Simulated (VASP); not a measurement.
# Zn (P6_3/mmc) in VASP: further runs

Zn is run at these levels: PBEsol; tasks: single point.

Program: VASP 6.6.1. These are calculated values, not measurements. Logs are shortened: lines on timing, memory, paths and dates and some standing lists are left out, and cuts for length are marked.

## 1. The cell of the first run

The structure is hexagonal, space group P6_3/mmc (No. 194). Conventional cell: a = 2.403 Å, b = 2.403 Å, c = 4.144 Å, α = 90.00°, β = 90.00°, γ = 120.00°. Zn (site symmetry -6m2) has 12 Zn at 2.40 to 2.49 Å within 3.2 Å.

## 2. Single point, PBEsol

INCAR

```
  PREC = Accurate
  ENCUT = 520
  EDIFF = 1E-6
  ISMEAR = 0
  SIGMA = 0.1
  LREAL = False
  LASPH = True
  NELM = 60
  ALGO = Normal
  ISIF = 2
  LWAVE = False
  LCHARG = False
  GGA = PS
  NBANDS = 19
```

KPOINTS

```
Automatic mesh
0
Gamma
  7 7 4
```

POSCAR

```
Zn
1.0
    2.4030768390      0.0000000000      0.0000000000
   -1.2015384195      2.0811255898      0.0000000000
    0.0000000000      0.0000000000      4.1443935349
Zn
2
Direct
    0.3333333333      0.6666666667      0.2500000000
    0.6666666667      0.3333333333      0.7500000000
```

Potentials or basis: VASP PAW PBE potentials, release 64 (Zn).

On the command line:

```
cat potpaw_PBE.64/Zn/POTCAR > POTCAR
mpirun -np 1 vasp_std > vasp.out
```

OUTCAR:

```text
PREC = Accurate
   ENCUT = 520
   EDIFF = 1E-6
   ISMEAR = 0
   LREAL = False
   LASPH = True
   NELM = 60
   ISIF = 2
   GGA = PS

 ion  position               nearest neighbor table
   1  0.333  0.667  0.250-   2 2.49   2 2.49   2 2.49   2 2.49   2 2.49   2 2.49
   2  0.667  0.333  0.750-   1 2.49   1 2.49   1 2.49   1 2.49   1 2.49   1 2.49

  LATTYP: Found a hexagonal cell.
 ALAT       =     2.4030768390
 C/A-ratio  =     1.7246196491

  Lattice vectors:

 A1 = (   2.4030768390,   0.0000000000,   0.0000000000)
 A2 = (  -1.2015384195,   2.0811255898,   0.0000000000)
 A3 = (   0.0000000000,   0.0000000000,   4.1443935349)

Analysis of symmetry for initial positions (statically):
=====================================================================
 Subroutine PRICEL returns:
 Original cell was already a primitive cell.

 Routine SETGRP: Setting up the symmetry group for a
 hexagonal supercell.

 Subroutine GETGRP returns: Found 24 space group operations
 (whereof 12 operations were pure point group operations)
 out of a pool of 24 trial point group operations.

The static configuration has the point symmetry D_3d.
 The point group associated with its full space group is D_6h.

Analysis of symmetry for dynamics (positions and initial velocities):
=====================================================================
 Subroutine PRICEL returns:
 Original cell was already a primitive cell.

 Routine SETGRP: Setting up the symmetry group for a
 hexagonal supercell.

 Subroutine GETGRP returns: Found 24 space group operations
 (whereof 12 operations were pure point group operations)
 out of a pool of 24 trial point group operations.

The dynamic configuration has the point symmetry D_3d.
 The point group associated with its full space group is D_6h.

 Subroutine INISYM returns: Found 24 space group operations
 (whereof 12 operations are pure point group operations),
 and found     1 'primitive' translations

----------------------------------------------------------------------------------------

                                     Primitive cell

  volume of cell :      20.7265
[... 79 lines left out ...]
   PREC   = accura    normal or accurate (medium, high low for compatibility)
   ISTART =      0    job   : 0-new  1-cont  2-samecut
   ICHARG =      2    charge: 1-file 2-atom 10-const
   ISPIN  =      1    spin polarized calculation?
   LNONCOLLINEAR =      F non collinear calculations
   LSORBIT =      F    spin-orbit coupling
   LASPH  =      T    aspherical Exc in radial PAW
   ENCUT  =  520.0 eV  38.22 Ry    6.18 a.u.   4.47  4.47  7.71*2*pi/ulx,y,z
   NELM   =     60;   NELMIN=  2; NELMDL= -5     # of ELM steps
   EDIFF  = 0.1E-05   stopping-criterion for ELM
   LREAL  =      F    real-space projection
   EDIFFG = 0.1E-04   stopping-criterion for IOM
   NSW    =      0    number of steps for IOM
   IBRION =     -1    ionic relax: 0-MD 1-quasi-New 2-CG
   NFREE  =      0    steps in history (QN), initial steepest desc. (CG)
   ISIF   =      2    stress and relaxation
   ISYM   =      2    0-nonsym 1-usesym 2-fastsym
   POTIM  = 0.5000    time-step for ionic-motion
   TEBEG  =    0.0;   TEEND  =   0.0 temperature during run
   PSTRESS=    0.0 pullay stress
   NELECT =      24.0000    total number of electrons
   NUPDOWN=      -1.0000    fix difference up-down
   EMIN   =  10.00;   EMAX   =-10.00  energy-range for DOS
   EFERMI =   0.00;   METHOD = LEGACY
   ISMEAR =     0;   SIGMA  =   0.10  broadening in eV -4-tet -1-fermi 0-gaus
   EFERMI_NEDOS =   21; number of points for ismear=-14 and -15
   IALGO  =     38    algorithm
   IMIX   =      4    mixing-type and parameters
     AMIX     =   0.40;   BMIX     =  1.00
     AMIX_MAG =   1.60;   BMIX_MAG =  1.00
  volume/ion in A,a.u.               =      10.36        69.93
  Fermi-wavevector in a.u.,A,eV,Ry     =   1.719107  3.248641 40.209695  2.955329
  Thomas-Fermi vector in A             =   2.795795
   LORBIT       =      0    0 simple, 1 ext, 2 COOP (PROOUT), +10 PAW based schemes
   GGA     = PS    functional components
   LHFCALC =     F    Hartree Fock is set to
   AEXX    =    0.0000 exact exchange contribution
   IVDW    =     0    specifies the selected vdW correction
   LEPSILON=     F    determine dielectric tensor
   LRPA    =     F    only Hartree local field effects (RPA)
 non-spin polarized calculation
 Gauss-broadening in eV      SIGMA  =   0.10
  energy-cutoff  :      520.00
  volume of cell :       20.73
 maximum number of plane-waves:       580
 NGX is ok and might be reduce to    18
   NGX =  9   NGY =  9   NGZ = 15

 number of electron      23.9999996 magnetization

 Free energy of the ion-electron system (eV)
  ---------------------------------------------------
  ext. energy  EPLUGINS =         0.00000000
  ---------------------------------------------------
  free energy    TOTEN  =        -2.16241542 eV

  energy without entropy =       -2.16108796  energy(sigma->0) =       -2.16175169

 E-fermi :   6.8684     XC(G=0): -13.8926

 val. band max:        6.7706109032   @ k =   0.2857   0.2857   0.2500
 cond. band min:       7.4088209222   @ k =   0.2857   0.1429   0.0000
 fundamental gap:      0.6382100190
 Fermi energy:         6.8684033557

 k-point     1 :       0.0000    0.0000    0.0000
  band No.  band energies     occupation
      1      -7.7241      2.00000
      2      -4.4680      2.00000
      3      -2.9617      2.00000
      4      -2.7173      2.00000
      5      -2.7173      2.00000
      6      -2.5678      2.00000
[... 505 lines left out ...]
      6      -2.7920      2.00000
[... 11 lines left out ...]
     18      21.8856      0.00000
     19      26.6203      0.00000

------------------------ aborting loop because EDIFF is reached ----------------------------------------

  FORCE on cell =-STRESS in cart. coord.  units (eV):
  Direction    XX          YY          ZZ          XY          YZ          ZX
  --------------------------------------------------------------------------------------
  -------------------------------------------------------------------------------------
  Total        7.9753707      7.9753707      7.9485318      0.0000000      0.0000000     -0.0000000
  in kB      616.5020512    616.5020512    614.4273883      0.0000000      0.0000000     -0.0000000
  external PRESSURE =     615.8104969 kB  Pullay stress =       0.0000000 kB

 VOLUME and BASIS-vectors are now :
 -----------------------------------------------------------------------------
  energy-cutoff  :      520.00
  volume of cell :       20.73
      direct lattice vectors                 reciprocal lattice vectors
     2.403076839  0.000000000  0.000000000     0.416133177  0.240254602  0.000000000
    -1.201538420  2.081125590  0.000000000     0.000000000  0.480509204  0.000000000
     0.000000000  0.000000000  4.144393535     0.000000000  0.000000000  0.241289827

 POSITION                                       TOTAL-FORCE (eV/Angst)
 -----------------------------------------------------------------------------------
     -0.00000      1.38742      1.03610         0.000000      0.000000      0.000000
      1.20154      0.69371      3.10830        -0.000000      0.000000      0.000000
 -----------------------------------------------------------------------------------
    total drift:                               -0.000000      0.000000      0.000000

  FREE ENERGIE OF THE ION-ELECTRON SYSTEM (eV)
  ---------------------------------------------------
  free  energy   TOTEN  =        -2.1624154154 eV

  energy  without entropy=       -2.1610879640  energy(sigma->0) =       -2.16175169
```

OSZICAR:

```text
N       E                     dE             d eps       ncg     rms          rms(c)
DAV:   1     0.110577657114E+03    0.11058E+03   -0.12312E+04   968   0.220E+03
DAV:   2     0.214885770948E+01   -0.10843E+03   -0.10395E+03   915   0.307E+02
DAV:   3    -0.271634629669E+01   -0.48652E+01   -0.48447E+01  1014   0.691E+01
DAV:   4    -0.273826519939E+01   -0.21919E-01   -0.21915E-01  1030   0.470E+00
DAV:   5    -0.273828108394E+01   -0.15885E-04   -0.15884E-04   993   0.115E-01    0.103E+01
DAV:   6    -0.222167016214E+01    0.51661E+00   -0.14083E+00  1005   0.300E+01    0.624E+00
DAV:   7    -0.217748349719E+01    0.44187E-01   -0.56612E-02  1098   0.407E+00    0.283E+00
DAV:   8    -0.216244659704E+01    0.15037E-01   -0.19345E-03  1308   0.112E+00    0.585E-02
DAV:   9    -0.216241552892E+01    0.31068E-04   -0.22801E-04  1262   0.174E-01    0.212E-02
DAV:  10    -0.216241556774E+01   -0.38821E-07   -0.12926E-05  1154   0.423E-02    0.351E-03
DAV:  11    -0.216241541537E+01    0.15236E-06   -0.46792E-07   616   0.526E-03
   1 F= -.21624154E+01 E0= -.21617517E+01  d E =-.132745E-02
```

stdout:

```text
POSCAR found type information on POSCAR Zn
 POSCAR found :  1 types and       2 ions
 scaLAPACK will be used
 -----------------------------------------------------------------------------
|                                                                             |
|                                                                             |
|     You enforced a specific xc type in the INCAR file but a different       |
|     I HOPE YOU KNOW WHAT YOU ARE DOING!                                     |
|                                                                             |
 -----------------------------------------------------------------------------

 LDA part: xc-table for (Slater+PW92), standard interpolation
 POSCAR, INCAR and KPOINTS ok, starting setup
 FFT: planning ... GRIDC
 FFT: planning ... GRID_SOFT
 FFT: planning ... GRID
 WAVECAR not read
 entering main loop
```

It took 5.8 s on 1 thread of Intel Xeon Platinum 8488C (Sapphire Rapids), shared host; peak memory 0.13 GiB.

What came out:

* Free energy: -2.1624 eV
* Pressure: 61.6 GPa
* Band gap on the k mesh: zero (band 12 reaches 7.55 eV, above the bottom of band 13 at 4.82 eV)

Stress tensor (GPa, compression positive):
```
61.65  0.00  0.00
 0.00 61.65  0.00
 0.00  0.00 61.44
```

Caveat: the k points lie up to 0.43 Å⁻¹ apart; the PAW data sets were made with another functional, which shifts forces and pressure a little.

## 3. Single point, PBEsol

This run uses another cell than the first one, of 11.05 Å³/atom, 1.066 times its volume.

INCAR

```
SYSTEM = Zn
ALGO = Normal
EDIFF = 1E-6
ENCUT = 520
GGA = PS
ISIF = 2
ISMEAR = 0
LASPH = .TRUE.
LCHARG = .FALSE.
LREAL = .FALSE.
LWAVE = .FALSE.
NBANDS = 19
NELM = 100
PREC = Accurate
SIGMA = 0.1
```

KPOINTS

```
k-points
0
G
  7 7 4
  0 0 0
```

POSCAR

```
Zn
1.0
    2.4515035777      0.0000000000      0.0000000000
   -1.2257517889      2.1230643758      0.0000000000
    0.0000000000      0.0000000000      4.2462080490
Zn
2
Direct
    0.3333333333      0.6666666667      0.2500000000
    0.6666666667      0.3333333333      0.7500000000
```

Potentials or basis: VASP PAW PBE potentials, release 64 (Zn).

On the command line:

```
cat potpaw_PBE.64/Zn/POTCAR > POTCAR
mpirun -np 1 vasp_std > vasp.out
```

OUTCAR:

```text
SYSTEM = Zn
   EDIFF = 1E-6
   ENCUT = 520
   GGA = PS
   ISIF = 2
   ISMEAR = 0
   LASPH = .TRUE.
   LREAL = .FALSE.
   NELM = 100
   PREC = Accurate

 ion  position               nearest neighbor table
   1  0.333  0.667  0.250-   2 2.55   2 2.55   2 2.55   2 2.55   2 2.55   2 2.55
   2  0.667  0.333  0.750-   1 2.55   1 2.55   1 2.55   1 2.55   1 2.55   1 2.55

  LATTYP: Found a hexagonal cell.
 ALAT       =     2.4515035777
 C/A-ratio  =     1.7320831540

  Lattice vectors:

 A1 = (   2.4515035777,   0.0000000000,   0.0000000000)
 A2 = (  -1.2257517889,   2.1230643758,   0.0000000000)
 A3 = (   0.0000000000,   0.0000000000,   4.2462080490)

Analysis of symmetry for initial positions (statically):
=====================================================================
 Subroutine PRICEL returns:
 Original cell was already a primitive cell.

 Routine SETGRP: Setting up the symmetry group for a
 hexagonal supercell.

 Subroutine GETGRP returns: Found 24 space group operations
 (whereof 12 operations were pure point group operations)
[... 162 lines left out ...]
  free energy    TOTEN  =        -2.59896021 eV

  energy without entropy =       -2.59763276  energy(sigma->0) =       -2.59829648

 E-fermi :   6.2355     XC(G=0): -13.5028

 val. band max:        6.1377149698   @ k =   0.2857   0.2857   0.2500
 cond. band min:       6.6242803771   @ k =   0.4286   0.1429   0.5000
 fundamental gap:      0.4865654073
 Fermi energy:         6.2355074127

 k-point     1 :       0.0000    0.0000    0.0000
  band No.  band energies     occupation
      1      -7.6977      2.00000
      2      -4.6560      2.00000
      3      -3.3151      2.00000
      4      -3.0838      2.00000
      5      -3.0838      2.00000
      6      -2.9540      2.00000
[... 505 lines left out ...]
      6      -3.1285      2.00000
[... 11 lines left out ...]
     18      20.4936      0.00000
     19      25.1419      0.00000

------------------------ aborting loop because EDIFF is reached ----------------------------------------

  FORCE on cell =-STRESS in cart. coord.  units (eV):
  Direction    XX          YY          ZZ          XY          YZ          ZX
  --------------------------------------------------------------------------------------
  -------------------------------------------------------------------------------------
  Total        5.7073001      5.7073001      5.6834312     -0.0000000      0.0000000      0.0000000
  in kB      413.7560191    413.7560191    412.0256273     -0.0000000      0.0000000      0.0000000
  external PRESSURE =     413.1792218 kB  Pullay stress =       0.0000000 kB

 VOLUME and BASIS-vectors are now :
 -----------------------------------------------------------------------------
  energy-cutoff  :      520.00
  volume of cell :       22.10
      direct lattice vectors                 reciprocal lattice vectors
     2.451503578  0.000000000  0.000000000     0.407912927  0.235508638  0.000000000
    -1.225751789  2.123064376  0.000000000     0.000000000  0.471017276  0.000000000
     0.000000000  0.000000000  4.246208049     0.000000000  0.000000000  0.235504240

 POSITION                                       TOTAL-FORCE (eV/Angst)
 -----------------------------------------------------------------------------------
     -0.00000      1.41538      1.06155        -0.000000     -0.000000      0.000000
      1.22575      0.70769      3.18466         0.000000      0.000000      0.000000
 -----------------------------------------------------------------------------------
    total drift:                                0.000000     -0.000000      0.000000

  FREE ENERGIE OF THE ION-ELECTRON SYSTEM (eV)
  ---------------------------------------------------
  free  energy   TOTEN  =        -2.5989602084 eV

  energy  without entropy=       -2.5976327557  energy(sigma->0) =       -2.59829648
```

stdout:

```text
POSCAR found type information on POSCAR Zn
 POSCAR found :  1 types and       2 ions
 scaLAPACK will be used
 -----------------------------------------------------------------------------
|                                                                             |
|                                                                             |
|     You enforced a specific xc type in the INCAR file but a different       |
|     I HOPE YOU KNOW WHAT YOU ARE DOING!                                     |
|                                                                             |
 -----------------------------------------------------------------------------

 LDA part: xc-table for (Slater+PW92), standard interpolation
 POSCAR, INCAR and KPOINTS ok, starting setup
 FFT: planning ... GRIDC
 FFT: planning ... GRID_SOFT
 FFT: planning ... GRID
 WAVECAR not read
 entering main loop
```

Wall time 6.5 s (1 thread of Intel Xeon Platinum 8488C (Sapphire Rapids), shared host); peak memory 0.13 GiB.

What came out:

* Free energy: -2.5990 eV
* Pressure: 41.3 GPa
* Band gap on the k mesh: zero (band 12 reaches 6.84 eV, above the bottom of band 13 at 3.95 eV)

Caveat: the k points lie up to 0.42 Å⁻¹ apart; the PAW data sets were made with another functional, which shifts forces and pressure a little.
